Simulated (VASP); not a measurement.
Write the native input for VASP 6.6.1 that does the following.

| Item | Value |
| --- | --- |
| Task | relaxation of cell and atoms |
| Functional | PBE |
| Potentials or basis | VASP PAW PBE potentials, release 64 (B, P) |
| Cutoff | 600 eV |
| k mesh | 10 × 8 × 12 |
| Occupations | gaussian, width 0.1 eV |
| Spin | no spin polarisation |
| Dipole correction | no |
| Further INCAR settings | ALGO = Fast; EDIFF = 1e-06; IBRION = 2; EDIFFG = -0.01; NSW = 100; ISIF = 3 |

The structure of B2P lies in POSCAR:

```
B2P
1.0
    3.9846001281      0.0000000000      0.0000000000
    0.0000000000      4.9355522960      0.0000000000
    0.0000000000      0.0000000000      3.1051439067
B P
4 2
Direct
    0.3288670469      0.8997953430      0.5000000000
    0.8288670469      0.6002046570      0.0000000000
    0.6711329531      0.1002046570      0.5000000000
    0.1711329531      0.3997953430      0.0000000000
    0.5000000000      0.5000000000      0.5000000000
    0.0000000000      0.0000000000      0.0000000000
```

The input as run:

INCAR

```
ALGO     = Fast           # electronic algorithm
EDIFF    = 1E-6           # SCF threshold, eV
EDIFFG   = -0.01          # ionic threshold
ENCUT    = 600            # plane-wave cutoff, eV
GGA      = PE             # functional
IBRION   = 2              # ionic algorithm
ISIF     = 3              # what is computed and relaxed
ISMEAR   = 0              # smearing method
LASPH    = T              # aspherical terms in the spheres
LCHARG   = F              # write CHGCAR
LREAL    = F              # projectors in reciprocal space
LWAVE    = F              # write WAVECAR
NELM     = 100            # most SCF steps
NSW      = 100            # ionic steps
PREC     = Accurate       # precision mode
SIGMA    = 0.1            # smearing width, eV
```

KPOINTS

```
k-points
0
Gamma
  10 8 12
```

Potentials or basis: VASP PAW PBE potentials, release 64 (B, P).

The run is started by

```bash
$ cat potpaw_PBE.64/B/POTCAR potpaw_PBE.64/P/POTCAR > POTCAR
$ mpirun -np 1 vasp_std > vasp.out
```

Results of the run:

```
Relaxed volume                        : 10.12 Å³/atom
Relaxed cell                          : a = 3.982 Å, b = 4.934 Å, c = 3.091 Å, α = 90.00°, β = 90.00°, γ = 90.00°
Space group after relaxing (to 0.1 Å) : Pnnm (No. 58)
Energy gained by relaxing             : 0.5 meV/atom
Ionic steps                           : 8
Pressure after relaxing               : 0.0 GPa
Largest force after relaxing          : 0.007 eV/Å
Band gap on the k mesh                : zero (bands 11 and 12 overlap by 3.13 eV)
```

Run time: 9.5 min on 1 thread of Oxide Virtual Turin-like Processor (shared host), peak memory 0.3 GiB.
